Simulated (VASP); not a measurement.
# W12CO in VASP: single point with PBE

Aim: the single point of W12CO with PBE.

Everything below comes from runs of VASP 6.6.1. Logs are shortened: lines on timing, memory, paths and dates and some standing lists are left out, and cuts for length are marked.

### 1 The cell of the first run

The cell holds a slab with vacuum, 14 atoms: a = 5.514 Å, b = 5.514 Å, c = 22.506 Å, α = 90.00°, β = 90.00°, γ = 109.47°.

### 2 Single point, PBE

Contents of INCAR:

```
ALGO = Normal
DIPOL = 0.5 0.5 0.306
EDIFF = 1E-6
ENCUT = 520
GGA = PE
IDIPOL = 3
ISIF = 2
ISMEAR = 0
LASPH = True
LCHARG = False
LDIPOL = True
LREAL = False
LWAVE = False
NBANDS = 102
NELM = 100
PREC = Accurate
SIGMA = 0.1
```

Contents of KPOINTS:

```
k-points
0
Gamma
  5 5 1
```

Contents of POSCAR:

```
W12CO
1.0
    5.5140853208      0.0000000000      0.0000000000
   -1.8380284403      5.1987294965      0.0000000000
    0.0000000000      0.0000000000     22.5060050680
W C O
12 1 1
Direct
    0.2500000000      0.2500000000      0.1777303430
    0.2500000000      0.7500000000      0.1777303430
    0.7500000000      0.2500000000      0.1777303430
    0.7500000000      0.7500000000      0.1777303430
    0.0000000000      0.0000000000      0.2745058807
    0.0000000000      0.5000000000      0.2745058807
    0.5000000000      0.0000000000      0.2745058807
    0.5000000000      0.5000000000      0.2745058807
    0.2500000000      0.2500000000      0.3712789117
    0.2500000000      0.7500000000      0.3712789117
    0.7500000000      0.2500000000      0.3712789117
    0.7500000000      0.7500000000      0.3712789117
    0.2500000000      0.2500000000      0.4685862745
    0.2500000000      0.2500000000      0.5196837481
```

Potentials or basis: VASP PAW PBE potentials, release 64 (W_sv, C, O).

On the command line:

```sh
$ cat potpaw_PBE.64/W_sv/POTCAR potpaw_PBE.64/C/POTCAR potpaw_PBE.64/O/POTCAR > POTCAR
$ mpirun -np 1 vasp_std > vasp.out
```

OUTCAR:

```text
EDIFF = 1E-6
   ENCUT = 520
   GGA = PE
   ISIF = 2
   ISMEAR = 0
   LASPH = True
   LREAL = False
   NELM = 100
   PREC = Accurate

 ion  position               nearest neighbor table
   1  0.250  0.250  0.178-   5 2.70   8 2.70   3 2.76   3 2.76   2 2.76   2 2.76   7 3.13   6 3.13
                             4 3.18   4 3.18
   2  0.250  0.750  0.178-   6 2.70   7 2.70   4 2.76   4 2.76   1 2.76   1 2.76   5 3.13   8 3.13
                             3 3.18   3 3.18
   3  0.750  0.250  0.178-   6 2.70   7 2.70   1 2.76   1 2.76   4 2.76   4 2.76   5 3.13   8 3.13
                             2 3.18   2 3.18
   4  0.750  0.750  0.178-   5 2.70   8 2.70   2 2.76   2 2.76   3 2.76   3 2.76   7 3.13   6 3.13
                             1 3.18   1 3.18
   5  0.000  0.000  0.275-   9 2.70  12 2.70   1 2.70   4 2.70   7 2.76   7 2.76   6 2.76   6 2.76
                            11 3.13  10 3.13   3 3.13   2 3.13   8 3.18   8 3.18
   6  0.000  0.500  0.275-  10 2.70  11 2.70   2 2.70   3 2.70   8 2.76   8 2.76   5 2.76   5 2.76
                             9 3.13  12 3.13   1 3.13   4 3.13   7 3.18   7 3.18
   7  0.500  0.000  0.275-  10 2.70  11 2.70   2 2.70   3 2.70   5 2.76   5 2.76   8 2.76   8 2.76
                             9 3.13  12 3.13   1 3.13   4 3.13   6 3.18   6 3.18
   8  0.500  0.500  0.275-   9 2.70  12 2.70   1 2.70   4 2.70   6 2.76   6 2.76   7 2.76   7 2.76
                            11 3.13  10 3.13   3 3.13   2 3.13   5 3.18   5 3.18
   9  0.250  0.250  0.371-  13 2.19   8 2.70   5 2.70  11 2.76  11 2.76  10 2.76  10 2.76   6 3.13
                             7 3.13  12 3.18  12 3.18
  10  0.250  0.750  0.371-   6 2.70   7 2.70  12 2.76  12 2.76   9 2.76   9 2.76   5 3.13   8 3.13
                            11 3.18  11 3.18
  11  0.750  0.250  0.371-   6 2.70   7 2.70   9 2.76   9 2.76  12 2.76  12 2.76   5 3.13   8 3.13
                            10 3.18  10 3.18
  12  0.750  0.750  0.371-   5 2.70   8 2.70  10 2.76  10 2.76  11 2.76  11 2.76   7 3.13   6 3.13
                             9 3.18   9 3.18
  13  0.250  0.250  0.469-  14 1.15   9 2.19
  14  0.250  0.250  0.520-  13 1.15

  LATTYP: Found a base centered orthorhombic cell.
 ALAT       =     6.3671172886
 B/A-ratio  =     1.4142135624
 C/A-ratio  =     3.5347244362

  Lattice vectors:

 A1 = (   5.5140853208,   0.0000000000,   0.0000000000)
 A2 = (  -1.8380284403,   5.1987294965,   0.0000000000)
 A3 = (   0.0000000000,   0.0000000000,  22.5060050680)

Analysis of symmetry for initial positions (statically):
=====================================================================
 Subroutine PRICEL returns:
 Original cell was already a primitive cell.

 Routine SETGRP: Setting up the symmetry group for a
 base centered orthorhombic supercell.

 Subroutine GETGRP returns: Found  4 space group operations
 (whereof  2 operations were pure point group operations)
 out of a pool of  8 trial point group operations.

The static configuration has the point symmetry C_1h.
 The point group associated with its full space group is C_2v.

Analysis of symmetry for dynamics (positions and initial velocities):
=====================================================================
 Subroutine PRICEL returns:
 Original cell was already a primitive cell.

 Routine SETGRP: Setting up the symmetry group for a
 base centered orthorhombic supercell.

 Subroutine GETGRP returns: Found  4 space group operations
 (whereof  2 operations were pure point group operations)
 out of a pool of  8 trial point group operations.

The dynamic configuration has the point symmetry C_1h.
 The point group associated with its full space group is C_2v.

 Subroutine INISYM returns: Found  4 space group operations
 (whereof  2 operations are pure point group operations),
 and found     1 'primitive' translations

----------------------------------------------------------------------------------------

                                     Primitive cell

  volume of cell :     645.1625

  direct lattice vectors                    reciprocal lattice vectors
     5.514085321  0.000000000  0.000000000     0.181353741  0.064118230  0.000000000
    -1.838028440  5.198729497  0.000000000     0.000000000  0.192354690  0.000000000
     0.000000000  0.000000000 22.506005068     0.000000000  0.000000000  0.044432586

  length of vectors
     5.514085321  5.514085321 22.506005068     0.192354690  0.192354690  0.044432586

  position of ions in fractional coordinates (direct lattice)
     0.250000000  0.250000000  0.177730343
     0.250000000  0.750000000  0.177730343
     0.750000000  0.250000000  0.177730343
     0.750000000  0.750000000  0.177730343
     0.000000000  0.000000000  0.274505881
     0.000000000  0.500000000  0.274505881
     0.500000000  0.000000000  0.274505881
     0.500000000  0.500000000  0.274505881
     0.250000000  0.250000000  0.371278912
     0.250000000  0.750000000  0.371278912
     0.750000000  0.250000000  0.371278912
     0.750000000  0.750000000  0.371278912
     0.250000000  0.250000000  0.468586274
     0.250000000  0.250000000  0.519683748

  ion indices of the primitive-cell ions
   primitive index   ion index
                 1           1
                 2           2
                 3           3
                 4           4
                 5           5
                 6           6
                 7           7
                 8           8
                 9           9
                10          10
                11          11
                12          12
                13          13
                14          14

----------------------------------------------------------------------------------------

 KPOINTS: k-points

Automatic generation of k-mesh.
 Grid dimensions read from file:
 generate k-points for:    5    5    1

 Generating k-lattice:

  Cartesian coordinates                     Fractional coordinates (reciprocal lattice)
     0.036270748  0.012823646  0.000000000     0.200000000  0.000000000  0.000000000
     0.000000000  0.038470938  0.000000000     0.000000000  0.200000000  0.000000000
     0.000000000  0.000000000  0.044432586     0.000000000  0.000000000  1.000000000

  Length of vectors
     0.038470938  0.038470938  0.044432586

  Shift w.r.t. Gamma in fractional coordinates (k-lattice)
     0.000000000  0.000000000  0.000000000

 Subroutine IBZKPT returns following result:
 ===========================================

 Found      9 irreducible k-points:

 Following reciprocal coordinates:
            Coordinates               Weight
  0.000000  0.000000  0.000000      1.000000
  0.200000  0.000000  0.000000      4.000000
  0.400000 -0.000000  0.000000      4.000000
  0.200000  0.200000  0.000000      2.000000
  0.400000  0.200000  0.000000      4.000000
 -0.400000  0.200000  0.000000      4.000000
 -0.200000  0.200000  0.000000      2.000000
  0.400000  0.400000  0.000000      2.000000
 -0.400000  0.400000  0.000000      2.000000
   k-points           NKPTS =      9   k-points in BZ     NKDIM =      9   number of bands    NBANDS=    102
   number of dos      NEDOS =    301   number of ions     NIONS =     14
   total plane-waves  NPLWV = 296352
   dimension x,y,z NGX =    42 NGY =   42 NGZ =  168
   dimension x,y,z NGXF=    84 NGYF=   84 NGZF=  336
   ions per type =              12   1   1
   NGX,Y,Z   is equivalent  to a cutoff of  12.66, 12.66, 12.41 a.u.
   NGXF,Y,Z  is equivalent  to a cutoff of  25.33, 25.33, 24.82 a.u.
 SYSTEM =  unknown system
   PREC   = accura    normal or accurate (medium, high low for compatibility)
   ISTART =      0    job   : 0-new  1-cont  2-samecut
   ICHARG =      2    charge: 1-file 2-atom 10-const
   ISPIN  =      1    spin polarized calculation?
   LNONCOLLINEAR =      F non collinear calculations
   LSORBIT =      F    spin-orbit coupling
   LASPH  =      T    aspherical Exc in radial PAW
   ENCUT  =  520.0 eV  38.22 Ry    6.18 a.u.  10.25 10.25 41.85*2*pi/ulx,y,z
   NELM   =    100;   NELMIN=  2; NELMDL= -5     # of ELM steps
   EDIFF  = 0.1E-05   stopping-criterion for ELM
   LREAL  =      F    real-space projection
   EDIFFG = 0.1E-04   stopping-criterion for IOM
   NSW    =      0    number of steps for IOM
   IBRION =     -1    ionic relax: 0-MD 1-quasi-New 2-CG
   NFREE  =      0    steps in history (QN), initial steepest desc. (CG)
   ISIF   =      2    stress and relaxation
   ISYM   =      2    0-nonsym 1-usesym 2-fastsym
   POTIM  = 0.5000    time-step for ionic-motion
   TEBEG  =    0.0;   TEEND  =   0.0 temperature during run
   PSTRESS=    0.0 pullay stress
   NELECT =     178.0000    total number of electrons
   NUPDOWN=      -1.0000    fix difference up-down
   EMIN   =  10.00;   EMAX   =-10.00  energy-range for DOS
   EFERMI =   0.00;   METHOD = LEGACY
   ISMEAR =     0;   SIGMA  =   0.10  broadening in eV -4-tet -1-fermi 0-gaus
   EFERMI_NEDOS =   21; number of points for ismear=-14 and -15
   IALGO  =     38    algorithm
   IMIX   =      4    mixing-type and parameters
     AMIX     =   0.40;   BMIX     =  1.00
     AMIX_MAG =   1.60;   BMIX_MAG =  1.00
  volume/ion in A,a.u.               =      46.08       310.98
  Fermi-wavevector in a.u.,A,eV,Ry     =   1.065758  2.013990 15.454033  1.135839
  Thomas-Fermi vector in A             =   2.201320
   LORBIT       =      0    0 simple, 1 ext, 2 COOP (PROOUT), +10 PAW based schemes
   GGA     = PE    functional components
   LHFCALC =     F    Hartree Fock is set to
   AEXX    =    0.0000 exact exchange contribution
   IVDW    =     0    specifies the selected vdW correction
   LEPSILON=     F    determine dielectric tensor
   LRPA    =     F    only Hartree local field effects (RPA)
 non-spin polarized calculation
 Gauss-broadening in eV      SIGMA  =   0.10
  energy-cutoff  :      520.00
  volume of cell :      645.16
 maximum number of plane-waves:     17425
 NGX is ok and might be reduce to    42
   NGX = 21   NGY = 21   NGZ = 83

 dipolmoment           0.000000      0.000000     -0.006072 electrons x Angstroem

 number of electron     178.0000027 magnetization

 dipolmoment           0.000000      0.000000      0.059211 electrons x Angstroem

 Free energy of the ion-electron system (eV)
  ---------------------------------------------------
  ext. energy  EPLUGINS =         0.00000000
  ---------------------------------------------------
  free energy    TOTEN  =      -159.87550222 eV

  energy without entropy =     -159.80840934  energy(sigma->0) =     -159.84195578

 E-fermi :   0.1399     XC(G=0):  -5.3023

 val. band max:        0.1391262744   @ k =  -0.4000   0.4000   0.0000
 cond. band min:       0.1460242981   @ k =   0.2000   0.0000   0.0000
 fundamental gap:      0.0068980237
 Fermi energy:         0.1399113845

 k-point     1 :       0.0000    0.0000    0.0000
  band No.  band energies     occupation
      1     -73.9851      2.00000
      2     -73.9147      2.00000
      3     -73.8881      2.00000
      4     -73.8654      2.00000
      5     -73.8280      2.00000
      6     -73.8064      2.00000
[... 93 lines left out ...]
    100       2.3618      0.00000
    101       2.3731      0.00000

 k-point     2 :       0.2000    0.0000    0.0000
  band No.  band energies     occupation
      1     -73.9777      2.00000
      2     -73.9185      2.00000
      3     -73.8892      2.00000
      4     -73.8684      2.00000
      5     -73.8245      2.00000
      6     -73.8062      2.00000
[... 821 lines left out ...]
    100       1.3491      0.00000
    101       1.4744      0.00000
 [bands above 101 left out]

------------------------ aborting loop because EDIFF is reached ----------------------------------------

 vacuum level on the upper side and lower side of the slab       (xc-potential included)         0.071        -0.293

  FORCE on cell =-STRESS in cart. coord.  units (eV):
  Direction    XX          YY          ZZ          XY          YZ          ZX
  --------------------------------------------------------------------------------------
  -------------------------------------------------------------------------------------
  Total      -10.4263151    -13.3115467      0.2207632     -4.0803336     -0.0000000     -0.0000000
  in kB      -25.8924003    -33.0574985      0.5482369    -10.1329790     -0.0000000     -0.0000000
  external PRESSURE =     -19.4672206 kB  Pullay stress =       0.0000000 kB

 VOLUME and BASIS-vectors are now :
 -----------------------------------------------------------------------------
  energy-cutoff  :      520.00
  volume of cell :      645.16
      direct lattice vectors                 reciprocal lattice vectors
     5.514085321  0.000000000  0.000000000     0.181353741  0.064118230  0.000000000
    -1.838028440  5.198729497  0.000000000     0.000000000  0.192354690  0.000000000
     0.000000000  0.000000000 22.506005068     0.000000000  0.000000000  0.044432586

 POSITION                                       TOTAL-FORCE (eV/Angst)
 -----------------------------------------------------------------------------------
      0.91901      1.29968      4.00000        -0.000000     -0.000000     -0.000676
     -0.00000      3.89905      4.00000        -0.000000     -0.000000     -0.171123
      3.67606      1.29968      4.00000        -0.000000     -0.000000     -0.171123
      2.75704      3.89905      4.00000        -0.000000     -0.000000      0.110145
      0.00000      0.00000      6.17803        -0.223322     -0.315825     -0.440377
     -0.91901      2.59936      6.17803         0.034029     -0.024062      0.086824
      2.75704      0.00000      6.17803        -0.034029      0.024062      0.086824
      1.83803      2.59936      6.17803         0.223322      0.315825     -0.440377
      0.91901      1.29968      8.35601        -0.000000     -0.000000      2.894444
     -0.00000      3.89905      8.35601         0.000000     -0.000000     -0.025930
      3.67606      1.29968      8.35601         0.000000     -0.000000     -0.025930
      2.75704      3.89905      8.35601        -0.000000     -0.000000     -0.225461
      0.91901      1.29968     10.54601         0.000000     -0.000000     -3.003061
      0.91901      1.29968     11.69601        -0.000000     -0.000000      1.325822
 -----------------------------------------------------------------------------------
    total drift:                                0.000000      0.000000     -0.002451

  FREE ENERGIE OF THE ION-ELECTRON SYSTEM (eV)
  ---------------------------------------------------
  free  energy   TOTEN  =      -159.8755022165 eV

  energy  without entropy=     -159.8084093441  energy(sigma->0) =     -159.84195578

 vacuum level on the upper side and lower side of the slab         5.308         4.936
```

Wall time 30 min (1 thread of Intel Xeon Platinum 8259CL at 2.50GHz (Skylake/Cascade Lake), shared host); peak memory 0.86 GiB.

Results:

* Free energy: -159.8755 eV
* Largest force: 3.003 eV/Å
* Band gap on the k mesh: zero (bands 89 and 90 overlap by 1.51 eV)

Forces on the atoms (eV/Å):
```
W    0.000  0.000 -0.001
W    0.000  0.000 -0.171
W    0.000  0.000 -0.171
W    0.000  0.000  0.110
W   -0.223 -0.316 -0.440
W    0.034 -0.024  0.087
W   -0.034  0.024  0.087
W    0.223  0.316 -0.440
W    0.000  0.000  2.894
W    0.000  0.000 -0.026
W    0.000  0.000 -0.026
W    0.000  0.000 -0.225
C    0.000  0.000 -3.003
O    0.000  0.000  1.326
```

Levels at points of the mesh, in eV from the Fermi level:
```csv
k point,band 87,band 88,band 89,band 90,band 91,band 92
"(0.00, 0.00, 0.00)",0.26,0.69,1.07,1.14,1.25,1.52
```

Caveat: spin-orbit coupling is left out, which moves the levels of the heavy elements.
